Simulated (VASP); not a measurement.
Input of a VASP 6.6.1 run:

INCAR

```
SYSTEM = GaAs
ALGO = Normal
EDIFF = 1E-6
ENCUT = 520
GGA = PS
ISIF = 2
ISMEAR = 0
LASPH = .True.
LCHARG = .False.
LREAL = .False.
LWAVE = .False.
NBANDS = 16
NELM = 80
PREC = Accurate
SIGMA = 0.01
```

File KPOINTS:

```
k-points
0
Gamma
  10 10 10
  0 0 0
```

File POSCAR:

```
GaAs
1.0
    0.0000000000      2.8297573509      2.8297573509
    2.8297573509      0.0000000000      2.8297573509
    2.8297573509      2.8297573509      0.0000000000
Ga As
1 1
Direct
    0.0000000000      0.0000000000      0.0000000000
    0.7500000000      0.7500000000      0.7500000000
```

Potentials or basis: VASP PAW PBE potentials, release 64 (Ga_d, As).

Command:

```sh
$ cat potpaw_PBE.64/Ga_d/POTCAR potpaw_PBE.64/As/POTCAR > POTCAR
$ mpirun -np 1 vasp_std > vasp.out
```

Task: Predict the band gap on the k mesh.

Result: 0.43 eV.

Task: Estimate the pressure.

Result: 0.1 GPa.

Caveat: the PAW data sets were made with another functional, which shifts forces and pressure a little. A k mesh can miss the band edges.
